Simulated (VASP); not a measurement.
SiGe, 4 atoms in the cell. Symmetry: P6_3mc, No. 186, hexagonal system. The conventional cell has a = 3.513 Å, b = 3.513 Å, c = 5.847 Å, α = 90.00°, β = 90.00°, γ = 120.00°. Within 2.9 Å of Si (site symmetry 3m) lie 4 Ge at 2.16 to 2.17 Å. Within 2.9 Å of Ge (site symmetry 3m) lie 4 Si at 2.16 to 2.17 Å. 

* Program: VASP 6.6.1
* Task: relaxation of cell and atoms
* Functional: PBEsol
* Potentials or basis: VASP PAW PBE potentials, release 64 (Si, Ge_d)
* Cutoff: 600 eV
* k mesh: 12 × 12 × 8
* Occupations: gaussian, width 0.1 eV
* Spin: no spin polarisation
* Target pressure: 60 GPa
* Dipole correction: no
* Further INCAR settings: ALGO = Normal; EDIFF = 1e-06; IBRION = 2; EDIFFG = -0.008; NSW = 70; ISIF = 3

Potentials or basis: VASP PAW PBE potentials, release 64 (Si, Ge_d).

Launch:

```sh
$ cat potpaw_PBE.64/Si/POTCAR potpaw_PBE.64/Ge_d/POTCAR > POTCAR
$ mpirun -np 1 vasp_std > vasp.out
```

Hardware: 1 thread of Intel Xeon 8259CL, with other jobs on the host.

**Question.** Estimate the wall time of this run.

**Answer.** It took 27 min on 1 thread of Intel Xeon 8259CL, with other jobs on the host, peak memory 0.3 GiB. Counts: scf iterations 93, k points 95, ion steps 15.
